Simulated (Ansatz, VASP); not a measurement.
**One calculation of CdF, two programs**

```
CELL_PARAMETERS angstrom
0.00000 2.49699 2.49699
2.49699 0.00000 2.49699
2.49699 2.49699 0.00000
ATOMIC_POSITIONS crystal
Cd 0.00000 0.00000 0.00000
F 0.50000 0.50000 0.50000
```

Change from the starting cell: volume scaled by 0.96.

Alike in both runs: task single point; functional PBE; k mesh 9 × 9 × 9; occupations fermi-dirac, width 0.05 eV; no spin polarisation.

|  | VASP | Ansatz |
| --- | --- | --- |
| version | VASP 6.6.1 | Ansatz 0.2.0 |
| potentials or method | VASP PAW PBE potentials, release 64 (Cd, F), cutoff 520 eV | all-electron LAPW, scalar-relativistic |

```csv
,VASP,Ansatz,Ansatz less VASP
gap on the k mesh at the Fermi level (eV),none,none,-
pressure (GPa),8.0,7.7,-0.30
```

A gap of «none» marks a metal or a gap that the smearing closes. Ansatz ran all-electron here, and VASP with PAW potentials.
